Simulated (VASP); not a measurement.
Hg: density of states with PBE

The system is Hg.

```
CELL_PARAMETERS angstrom
2.12432 -2.67258 0.00000
2.12432 2.67258 0.00000
-2.11513 0.00000 2.89220
ATOMIC_POSITIONS crystal
Hg 0.00000 0.00000 0.00000
```

```
Program                 : VASP 6.6.1
Task                    : density of states
Functional              : PBE
Potentials or basis     : VASP PAW PBE potentials, release 64 (Hg)
Cutoff                  : 520 eV
k mesh                  : 12 × 12 × 12
Occupations             : gaussian, width 0.05 eV
Spin                    : no spin polarisation
Dipole correction       : no
k mesh for the DOS      : 18 × 18 × 18
Occupations for the DOS : tetrahedron
Further INCAR settings  : ALGO = Fast; EDIFF = 1e-07
```

```json
{
 "Valence electrons inside the program's atomic spheres": "Hg 10.41"
}
```

Levels at points of the mesh, in eV from the Fermi level:
| k point | band 4 | band 5 | band 6 | band 7 | band 8 | band 9 |
| --- | --- | --- | --- | --- | --- | --- |
| (0.00, 0.00, 0.00) | -6.29 | -5.98 | -5.86 | 11.68 | 11.87 | 12.27 |
| (0.50, 0.00, 0.00) | -5.88 | -5.62 | -2.10 | -0.37 | 7.69 | 9.68 |
| (0.50, 0.50, 0.00) | -5.91 | -5.51 | -1.20 | 0.13 | 6.54 | 7.82 |
| (0.00, 0.00, 0.50) | -5.82 | -5.65 | -2.24 | -0.36 | 7.59 | 8.39 |
| (0.50, 0.00, 0.50) | -5.89 | -5.61 | -2.07 | -0.36 | 7.63 | 9.70 |
| (0.50, 0.50, 0.50) | -5.71 | -5.55 | 0.88 | 2.71 | 3.84 | 4.31 |

It took 16 min on 1 thread of AMD EPYC 7R13, on a shared host, peak memory 0.57 GiB.

Caveat: spin-orbit coupling is left out, which moves the levels of the heavy elements.
